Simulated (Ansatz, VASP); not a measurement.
# Ge4F: VASP beside Ansatz

File INCAR:

```
PREC     = Accurate       # precision mode
ENCUT    = 520            # plane-wave cutoff, eV
EDIFF    = 1E-6           # SCF threshold, eV
ISMEAR   = 0              # smearing method
SIGMA    = 0.1            # smearing width, eV
LREAL    = False          # projectors in reciprocal space
LASPH    = True           # aspherical terms in the spheres
NELM     = 100            # most SCF steps
ALGO     = Normal         # electronic algorithm
ISIF     = 2              # what is computed and relaxed
LWAVE    = False          # write WAVECAR
LCHARG   = False          # write CHGCAR
LDIPOL   = True         
IDIPOL   = 3            
DIPOL    = 0.5 0.5 0.336
GGA      = PE             # functional
IVDW     = 12             # dispersion correction
NBANDS   = 40             # bands
```

Contents of KPOINTS:

```
Automatic mesh
0
Gamma
  7 7 1
```

Contents of POSCAR:

```
Ge4F
1.0
    4.0303587907      0.0000000000      0.0000000000
    0.0000000000      4.0303587907      0.0000000000
    0.0000000000      0.0000000000     21.6416627718
Ge F
4 1
Direct
    0.0000000000      0.5000000000      0.1848286817
    0.0000000000      0.0000000000      0.2506714513
    0.5000000000      0.0000000000      0.3196569899
    0.5000000000      0.5000000000      0.3854446333
    1.0000000000      0.5000000000      0.5379282957
```

Input for Ansatz:

```yaml
crystal:
  lattice:
    - [4.0303587907, 0.0, 0.0]
    - [0.0, 4.0303587907, 0.0]
    - [0.0, 0.0, 21.6416627718]
  atoms:
    - { symbol: Ge, position: [0.0, 0.5, 0.1848286817] }
    - { symbol: Ge, position: [0.0, 0.0, 0.2506714513] }
    - { symbol: Ge, position: [0.5, 0.0, 0.3196569899] }
    - { symbol: Ge, position: [0.5, 0.5, 0.3854446333] }
    - { symbol: F, position: [1.0, 0.5, 0.5379282957] }
basis:
  ecutwfc: 420
kpoints:
  mp_grid: { grid: [7, 7, 1] }
hamiltonian:
  xc: pbe
  pseudopotentials: { kind: paw, azcp: { folder: soft_1 } }
  dispersion: d3bj
scf:
  occupations: { method: gaussian, width: 0.1 }
output:
  forces: true
  eigenvalues: true
  write_density: true
  write_potential: true
  elf: true
  volumetric_format: npy
efield:
  axis: 3
  dipole_correction: true
  ramp_width: 0.04
```

Alike in both runs: task single point; functional PBE; dispersion D3(BJ); k mesh 7 × 7 × 1; occupations gaussian, width 0.1 eV; no spin polarisation.

```csv
,VASP,Ansatz
version,VASP 6.6.1,Ansatz 0.2.0
potentials or method,"VASP PAW PBE potentials, release 64 (Ge_d, F), cutoff 520 eV","scalar-relativistic, plane waves, PAW"
valence electrons in the cell,63,63
```

```tsv
	VASP	Ansatz	Ansatz less VASP
gap on the k mesh at the Fermi level (eV)	none	none	-
rms of the force components (eV/Å)	0.247	0.247	+0.0003
```

Atom by atom the forces differ by 0.001 eV/Å (rms over components). A gap of «none» marks a metal or a gap that the smearing closes. Ansatz's warnings: xc potential rough in thin density.
